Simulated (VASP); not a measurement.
Wanted: the native input for a VASP 6.6.1 run.

```yaml
Task: single point
Functional: r2SCAN
Dispersion: rVV10
Potentials_or_basis: VASP PAW PBE potentials, release 64 (Ag)
Cutoff: 520 eV
k_mesh: 11 × 11 × 11
Occupations: gaussian, width 0.01 eV
Spin: no spin polarisation
Hubbard_terms: Ag d U = 4.5 eV
Dipole_correction: no
Further_INCAR_settings: ALGO = Normal; EDIFF = 1e-06; NBANDS = 12
```

Crystal: Ag.

```
Ag
1.0
    -0.04039    2.08417    2.05271
     2.01162    0.01762    1.99471
     2.03573    2.05027   -0.00649
Ag
1
Direct
  0.99781 0.00982 0.99171
```

This cell differs from its parent crystal: the cell strained at random.

These files were run (other wordings do the same):

POSCAR

```
Ag
1.0
   -0.0403880000      2.0841720000      2.0527140000
    2.0116240000      0.0176180000      1.9947070000
    2.0357300000      2.0502710000     -0.0064870000
Ag
1
Direct
   -0.0021910000      0.0098180000     -0.0082890000
```

INCAR.step1

```
SYSTEM = Ag
ALGO     = Normal         ! electronic algorithm
EDIFF    = 1E-4           ! SCF threshold, eV
ENCUT    = 520            ! plane-wave cutoff, eV
GGA      = PE             ! functional
ISMEAR   = 0              ! smearing method
LASPH    = .True.         ! aspherical terms in the spheres
LCHARG   = .False.        ! write CHGCAR
LDAU     = .True.         ! DFT+U
LDAUJ    = 0            
LDAUL    = 2              ! shell
LDAUTYPE = 2            
LDAUU    = 4.5            ! U, eV
LMAXMIX  = 4              ! l up to which the mixer works
LREAL    = .False.        ! projectors in reciprocal space
LWAVE    = .True.         ! write WAVECAR
NBANDS   = 12             ! bands
NELM     = 150            ! most SCF steps
PREC     = Accurate       ! precision mode
SIGMA    = 0.01           ! smearing width, eV
```

INCAR.step2

```
SYSTEM = Ag
ALGO     = Normal         ! electronic algorithm
BPARAM   = 11.95        
CPARAM   = 0.0093       
EDIFF    = 1E-6           ! SCF threshold, eV
ENCUT    = 520            ! plane-wave cutoff, eV
ISIF     = 2              ! what is computed and relaxed
ISMEAR   = 0              ! smearing method
ISTART   = 1            
IVDW_NL  = 2            
LASPH    = .True.         ! aspherical terms in the spheres
LCHARG   = .True.         ! write CHGCAR
LDAU     = .True.         ! DFT+U
LDAUJ    = 0            
LDAUL    = 2              ! shell
LDAUPRINT= 1            
LDAUTYPE = 2            
LDAUU    = 4.5            ! U, eV
LELF     = .True.         ! ELF
LMAXMIX  = 4              ! l up to which the mixer works
LMIXTAU  = .True.       
LREAL    = .False.        ! projectors in reciprocal space
LUSE_VDW = .True.       
LVHAR    = .True.       
LWAVE    = .False.        ! write WAVECAR
METAGGA  = R2SCAN         ! meta-GGA
NBANDS   = 12             ! bands
NELM     = 150            ! most SCF steps
PREC     = Accurate       ! precision mode
SIGMA    = 0.01           ! smearing width, eV
```

KPOINTS

```
k-points
0
Gamma
  11 11 11
  0 0 0
```

Potentials or basis: VASP PAW PBE potentials, release 64 (Ag).

Run with:

```console
$ cat potpaw_PBE.64/Ag/POTCAR > POTCAR
$ cp INCAR.step1 INCAR
$ mpirun -np 1 vasp_std > vasp.out
$ cp INCAR.step2 INCAR
$ mpirun -np 1 vasp_std > vasp.out
```

It gave:

```json
{
 "Pressure": "-1.5 GPa"
}
```

Caveat: the cell differs from its parent crystal (the cell strained at random); the PAW data sets were made with another functional, which shifts forces and pressure a little; U without spin polarisation on a metal has little footing; the U is typed as a test and isn't derived for this compound.

Wall time 2.3 min on 1 thread of Intel(R) Xeon(R) 6975P-C (Granite Rapids), with other jobs on the host, peak memory 0.33 GiB.
